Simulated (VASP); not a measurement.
# Ti4N5 in VASP: single point with PBEsol

Aim: the single point of Ti4N5 with PBEsol.

All numbers are computed with VASP 6.6.1; they aren't measurements. Logs are shortened: lines on timing, memory, paths and dates and some standing lists are left out, and cuts for length are marked.

### Step 1. The cell of the first run

The cell holds a slab with vacuum, 9 atoms: a = 2.973 Å, b = 2.973 Å, c = 26.709 Å, α = 90.00°, β = 90.00°, γ = 120.00°.

### Step 2. Single point, PBEsol

INCAR reads:

```
  PREC = Accurate
  ENCUT = 520
  EDIFF = 1E-6
  ISMEAR = 0
  SIGMA = 0.1
  LREAL = F
  LASPH = T
  NELM = 80
  ALGO = Normal
  ISIF = 2
  LWAVE = F
  LCHARG = F
  LDIPOL = T
  IDIPOL = 3
  DIPOL = 0.5 0.5 0.500
  GGA = PS
  NBANDS = 46
```

KPOINTS reads:

```
Automatic mesh
0
Gamma
  12 12 1
```

POSCAR reads:

```
Ti4N5
1.0
    2.9726300482      0.0000000000      0.0000000000
   -1.4863150241      2.5743731378      0.0000000000
    0.0000000000      0.0000000000     26.7085690827
N Ti
5 4
Direct
    0.3333333333      0.6666666667      0.3182499210
    0.0000000000      0.0000000000      0.4091249605
    0.6666666667      0.3333333333      0.5001130878
    0.3333333333      0.6666666667      0.5883625075
    0.0000000000      0.0000000000      0.6739052558
    0.6666666667      0.3333333333      0.3636874407
    0.3333333333      0.6666666667      0.4545624802
    0.0000000000      0.0000000000      0.5461357224
    0.6666666667      0.3333333333      0.6447102908
```

Potentials or basis: VASP PAW PBE potentials, release 64 (N, Ti_sv).

Launch:

```bash
> cat potpaw_PBE.64/N/POTCAR potpaw_PBE.64/Ti_sv/POTCAR > POTCAR
> mpirun -np 1 vasp_std > vasp.out
```

OUTCAR:

```text
PREC = Accurate
   ENCUT = 520
   EDIFF = 1E-6
   ISMEAR = 0
   LREAL = F
   LASPH = T
   NELM = 80
   ISIF = 2
   GGA = PS

 ion  position               nearest neighbor table
   1  0.333  0.667  0.318-   6 2.10   6 2.10   6 2.10
   2  0.000  0.000  0.409-   7 2.10   7 2.10   7 2.10   6 2.10   6 2.10   6 2.10
   3  0.667  0.333  0.500-   7 2.10   7 2.10   7 2.10   8 2.11   8 2.11   8 2.11
   4  0.333  0.667  0.588-   8 2.05   8 2.05   8 2.05   9 2.28   9 2.28   9 2.28
   5  0.000  0.000  0.674-   9 1.89   9 1.89   9 1.89
   6  0.667  0.333  0.364-   1 2.10   1 2.10   1 2.10   2 2.10   2 2.10   2 2.10
   7  0.333  0.667  0.455-   2 2.10   2 2.10   2 2.10   3 2.10   3 2.10   3 2.10
   8  0.000  0.000  0.546-   4 2.05   4 2.05   4 2.05   3 2.11   3 2.11   3 2.11
   9  0.667  0.333  0.645-   5 1.89   5 1.89   5 1.89   4 2.28   4 2.28   4 2.28

  LATTYP: Found a hexagonal cell.
 ALAT       =     2.9726300482
 C/A-ratio  =     8.9848277955

  Lattice vectors:

 A1 = (   2.9726300482,   0.0000000000,   0.0000000000)
 A2 = (  -1.4863150241,   2.5743731378,   0.0000000000)
 A3 = (   0.0000000000,   0.0000000000,  26.7085690827)

Analysis of symmetry for initial positions (statically):
=====================================================================
 Subroutine PRICEL returns:
 Original cell was already a primitive cell.

 Routine SETGRP: Setting up the symmetry group for a
 hexagonal supercell.

 Subroutine GETGRP returns: Found  6 space group operations
 (whereof  6 operations were pure point group operations)
 out of a pool of 24 trial point group operations.

The static configuration has the point symmetry C_3v.

Analysis of symmetry for dynamics (positions and initial velocities):
=====================================================================
 Subroutine PRICEL returns:
 Original cell was already a primitive cell.

 Routine SETGRP: Setting up the symmetry group for a
 hexagonal supercell.

 Subroutine GETGRP returns: Found  6 space group operations
 (whereof  6 operations were pure point group operations)
 out of a pool of 24 trial point group operations.

The dynamic configuration has the point symmetry C_3v.

 Subroutine INISYM returns: Found  6 space group operations
 (whereof  6 operations are pure point group operations),
 and found     1 'primitive' translations

----------------------------------------------------------------------------------------

                                     Primitive cell

  volume of cell :     204.3916

  direct lattice vectors                    reciprocal lattice vectors
     2.972630048  0.000000000  0.000000000     0.336402440  0.194222039  0.000000000
    -1.486315024  2.574373138  0.000000000     0.000000000  0.388444078  0.000000000
     0.000000000  0.000000000 26.708569083     0.000000000  0.000000000  0.037441167

  length of vectors
     2.972630048  2.972630048 26.708569083     0.388444078  0.388444078  0.037441167

  position of ions in fractional coordinates (direct lattice)
     0.333333333  0.666666667  0.318249921
     0.000000000  0.000000000  0.409124961
     0.666666667  0.333333333  0.500113088
     0.333333333  0.666666667  0.588362508
     0.000000000  0.000000000  0.673905256
     0.666666667  0.333333333  0.363687441
     0.333333333  0.666666667  0.454562480
     0.000000000  0.000000000  0.546135722
     0.666666667  0.333333333  0.644710291

  ion indices of the primitive-cell ions
   primitive index   ion index
                 1           1
                 2           2
                 3           3
                 4           4
                 5           5
                 6           6
                 7           7
                 8           8
                 9           9

----------------------------------------------------------------------------------------

 KPOINTS: Automatic mesh

Automatic generation of k-mesh.
 Grid dimensions read from file:
 generate k-points for:   12   12    1

 Generating k-lattice:

  Cartesian coordinates                     Fractional coordinates (reciprocal lattice)
     0.028033537  0.016185170  0.000000000     0.083333333 -0.000000000  0.000000000
     0.000000000  0.032370340  0.000000000     0.000000000  0.083333333  0.000000000
     0.000000000  0.000000000  0.037441167     0.000000000  0.000000000  1.000000000

  Length of vectors
     0.032370340  0.032370340  0.037441167

  Shift w.r.t. Gamma in fractional coordinates (k-lattice)
     0.000000000  0.000000000  0.000000000

 Subroutine IBZKPT returns following result:
 ===========================================

 Found     19 irreducible k-points:

 Following reciprocal coordinates:
            Coordinates               Weight
  0.000000  0.000000  0.000000      1.000000
  0.083333  0.000000  0.000000      6.000000
  0.166667 -0.000000  0.000000      6.000000
  0.250000 -0.000000  0.000000      6.000000
  0.333333  0.000000  0.000000      6.000000
  0.416667  0.000000  0.000000      6.000000
[... 11 lines left out ...]
  0.333333  0.250000  0.000000     12.000000
  0.333333  0.333333  0.000000      2.000000
   k-points           NKPTS =     19   k-points in BZ     NKDIM =     19   number of bands    NBANDS=     46
   number of dos      NEDOS =    301   number of ions     NIONS =      9
   total plane-waves  NPLWV = 115200
   dimension x,y,z NGX =    24 NGY =   24 NGZ =  200
   dimension x,y,z NGXF=    48 NGYF=   48 NGZF=  400
   ions per type =               5   4
   NGX,Y,Z   is equivalent  to a cutoff of  13.42, 13.42, 12.45 a.u.
   NGXF,Y,Z  is equivalent  to a cutoff of  26.84, 26.84, 24.90 a.u.
 SYSTEM =  unknown system
   PREC   = accura    normal or accurate (medium, high low for compatibility)
   ISTART =      0    job   : 0-new  1-cont  2-samecut
   ICHARG =      2    charge: 1-file 2-atom 10-const
   ISPIN  =      1    spin polarized calculation?
   LNONCOLLINEAR =      F non collinear calculations
   LSORBIT =      F    spin-orbit coupling
   LASPH  =      T    aspherical Exc in radial PAW
   ENCUT  =  520.0 eV  38.22 Ry    6.18 a.u.   5.53  5.53 49.66*2*pi/ulx,y,z
   NELM   =     80;   NELMIN=  2; NELMDL= -5     # of ELM steps
   EDIFF  = 0.1E-05   stopping-criterion for ELM
   LREAL  =      F    real-space projection
   EDIFFG = 0.1E-04   stopping-criterion for IOM
   NSW    =      0    number of steps for IOM
   IBRION =     -1    ionic relax: 0-MD 1-quasi-New 2-CG
   NFREE  =      0    steps in history (QN), initial steepest desc. (CG)
   ISIF   =      2    stress and relaxation
   ISYM   =      2    0-nonsym 1-usesym 2-fastsym
   POTIM  = 0.5000    time-step for ionic-motion
   TEBEG  =    0.0;   TEEND  =   0.0 temperature during run
   PSTRESS=    0.0 pullay stress
   NELECT =      73.0000    total number of electrons
   NUPDOWN=      -1.0000    fix difference up-down
   EMIN   =  10.00;   EMAX   =-10.00  energy-range for DOS
   EFERMI =   0.00;   METHOD = LEGACY
   ISMEAR =     0;   SIGMA  =   0.10  broadening in eV -4-tet -1-fermi 0-gaus
   EFERMI_NEDOS =   21; number of points for ismear=-14 and -15
   IALGO  =     38    algorithm
   IMIX   =      4    mixing-type and parameters
     AMIX     =   0.40;   BMIX     =  1.00
     AMIX_MAG =   1.60;   BMIX_MAG =  1.00
  volume/ion in A,a.u.               =      22.71       153.26
  Fermi-wavevector in a.u.,A,eV,Ry     =   1.161524  2.194962 18.356132  1.349138
  Thomas-Fermi vector in A             =   2.298095
   LORBIT       =      0    0 simple, 1 ext, 2 COOP (PROOUT), +10 PAW based schemes
   GGA     = PS    functional components
   LHFCALC =     F    Hartree Fock is set to
   AEXX    =    0.0000 exact exchange contribution
   IVDW    =     0    specifies the selected vdW correction
   LEPSILON=     F    determine dielectric tensor
   LRPA    =     F    only Hartree local field effects (RPA)
 non-spin polarized calculation
 Gauss-broadening in eV      SIGMA  =   0.10
  energy-cutoff  :      520.00
  volume of cell :      204.39
 maximum number of plane-waves:      5607
 NGX is ok and might be reduce to    24
   NGX = 11   NGY = 11   NGZ = 99

 dipolmoment           0.000000      0.000000      0.084773 electrons x Angstroem

 number of electron      73.0000017 magnetization

 dipolmoment           0.000000      0.000000     -0.047746 electrons x Angstroem

 Free energy of the ion-electron system (eV)
  ---------------------------------------------------
  ext. energy  EPLUGINS =         0.00000000
  ---------------------------------------------------
  free energy    TOTEN  =       -88.66594905 eV

  energy without entropy =      -88.64907592  energy(sigma->0) =      -88.65751248

 E-fermi :  -0.4716     XC(G=0):  -5.9208

 val. band max:       -0.4841267571   @ k =   0.4167   0.1667   0.0000
 cond. band min:      -0.4557861453   @ k =   0.3333   0.1667   0.0000
 fundamental gap:      0.0283406118
 Fermi energy:        -0.4715640822

 k-point     1 :       0.0000    0.0000    0.0000
  band No.  band energies     occupation
      1     -58.0206      2.00000
      2     -57.8832      2.00000
      3     -56.8724      2.00000
      4     -56.7494      2.00000
      5     -34.5942      2.00000
      6     -34.2398      2.00000
[... 38 lines left out ...]
     45       1.8320      0.00000
     46       1.8320      0.00000

 k-point     2 :       0.0833    0.0000    0.0000
  band No.  band energies     occupation
      1     -58.0154      2.00000
      2     -57.8786      2.00000
      3     -56.8671      2.00000
      4     -56.7446      2.00000
      5     -34.5816      2.00000
      6     -34.2492      2.00000
[... 825 lines left out ...]
 k-point    19 :       0.3333    0.3333    0.0000
  band No.  band energies     occupation
      1     -57.9320      2.00000
      2     -57.8046      2.00000
      3     -56.7836      2.00000
      4     -56.6684      2.00000
      5     -34.5550      2.00000
      6     -34.5518      2.00000
[... 38 lines left out ...]
     45       2.5008      0.00000
     46       2.7840      0.00000

------------------------ aborting loop because EDIFF is reached ----------------------------------------

 vacuum level on the upper side and lower side of the slab       (xc-potential included)        -0.793         0.314

  FORCE on cell =-STRESS in cart. coord.  units (eV):
  Direction    XX          YY          ZZ          XY          YZ          ZX
  --------------------------------------------------------------------------------------
  -------------------------------------------------------------------------------------
  Total        0.5396521      0.5396521     -3.2226432     -0.0000000      0.0000000      0.0000000
  in kB        4.2302057      4.2302057    -25.2615400     -0.0000000      0.0000000      0.0000000
  external PRESSURE =      -5.6003762 kB  Pullay stress =       0.0000000 kB

 VOLUME and BASIS-vectors are now :
 -----------------------------------------------------------------------------
  energy-cutoff  :      520.00
  volume of cell :      204.39
      direct lattice vectors                 reciprocal lattice vectors
     2.972630048  0.000000000  0.000000000     0.336402440  0.194222039  0.000000000
    -1.486315024  2.574373138  0.000000000     0.000000000  0.388444078  0.000000000
     0.000000000  0.000000000 26.708569083     0.000000000  0.000000000  0.037441167

 POSITION                                       TOTAL-FORCE (eV/Angst)
 -----------------------------------------------------------------------------------
     -0.00000      1.71625      8.50000         0.000000      0.000000      4.331728
      0.00000      0.00000     10.92714         0.000000     -0.000000      1.052310
      1.48632      0.85812     13.35730         0.000000      0.000000     -0.001203
     -0.00000      1.71625     15.71432         0.000000     -0.000000      0.015210
      0.00000      0.00000     17.99905         0.000000      0.000000      0.061531
      1.48632      0.85812      9.71357        -0.000000      0.000000     -5.658828
     -0.00000      1.71625     12.14071        -0.000000      0.000000      0.243064
      0.00000      0.00000     14.58650         0.000000      0.000000      0.003379
      1.48632      0.85812     17.21929         0.000000     -0.000000     -0.047191
 -----------------------------------------------------------------------------------
    total drift:                                0.000000      0.000000     -0.001025

  FREE ENERGIE OF THE ION-ELECTRON SYSTEM (eV)
  ---------------------------------------------------
  free  energy   TOTEN  =       -88.6659490465 eV

  energy  without entropy=      -88.6490759155  energy(sigma->0) =      -88.65751248

 vacuum level on the upper side and lower side of the slab         6.339         7.467
```

Wall time 13 min (1 thread of Intel Xeon 8259CL, shared host); peak memory 0.41 GiB.

Results:

- Free energy: -88.6659 eV
- Largest force: 5.659 eV/Å
- Band gap on the k mesh: zero (an odd number of electrons rules out a gap without spin polarisation)

Forces on the atoms (eV/Å):
```
N    0.000  0.000  4.332
N    0.000  0.000  1.052
N    0.000  0.000 -0.001
N    0.000  0.000  0.015
N    0.000  0.000  0.062
Ti   0.000  0.000 -5.659
Ti   0.000  0.000  0.243
Ti   0.000  0.000  0.003
Ti   0.000  0.000 -0.047
```

Levels at points of the mesh, in eV from the Fermi level:
```csv
k point,band 34,band 35,band 36,band 37,band 38,band 39
"(0.00, 0.00, 0.00)",-0.91,-0.15,-0.15,0.10,0.10,0.59
"(0.50, 0.00, 0.00)",-1.69,-1.46,-0.50,-0.37,0.65,1.98
```

Caveat: the PAW data sets were made with another functional, which shifts forces and pressure a little; an odd number of electrons without spin polarisation forces a metal; a magnetic or distorted state may lie lower.

The gap in the log of VASP goes by the Fermi energy; the results here count the filled bands.